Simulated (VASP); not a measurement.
Input of a VASP 6.6.1 run:

POSCAR

```
BeTe
1.0
    0.0000000000      2.9417685705      2.9417685705
    2.9417685705      0.0000000000      2.9417685705
    2.9417685705      2.9417685705      0.0000000000
Be Te
1 1
Direct
    0.0000000000      0.0000000000      0.0000000000
    0.2500000000      0.2500000000      0.2500000000
```

The input INCAR.step1:

```
PREC = Accurate ; ENCUT = 520
EDIFF = 1E-5 ; ISMEAR = 0
SIGMA = 0.01 ; LREAL = F
LASPH = T ; NELM = 60
ALGO = Normal ; ISIF = 2
LWAVE = T ; LCHARG = F
NBANDS = 11 ; GGA = PE
```

The input INCAR.step2:

```
PREC = Accurate ; ENCUT = 520
EDIFF = 1E-7 ; ISMEAR = 0
SIGMA = 0.01 ; LREAL = F
LASPH = T ; NELM = 60
ALGO = Normal ; ISIF = 2
LWAVE = F ; LCHARG = F
GGA = PE ; LHFCALC = T
HFSCREEN = 0.2079 ; PRECFOCK = Normal
NBANDS = 11 ; ISTART = 1
```

Contents of KPOINTS:

```
regular mesh
0
Gamma
  6 6 6
```

Potentials or basis: VASP PAW PBE potentials, release 64 (Be, Te).

Command:

```console
$ cat potpaw_PBE.64/Be/POTCAR potpaw_PBE.64/Te/POTCAR > POTCAR
$ cp INCAR.step1 INCAR
$ mpirun -np 1 vasp_std > vasp.out
$ cp INCAR.step2 INCAR
$ mpirun -np 1 vasp_std > vasp.out
```

**Question.** What does it give for the band gap on the k mesh?

**Answer.** 2.94 eV (least direct gap 3.66 eV).

**Question.** Predict the pressure.

**Answer.** -6.3 GPa.

Caveat: the cell differs from its parent crystal (strain +4.0%); the cell stands under tension; the PAW data sets were made with another functional, which shifts forces and pressure a little; spin-orbit coupling is left out, which moves the levels of the heavy elements. A k mesh can miss the band edges.
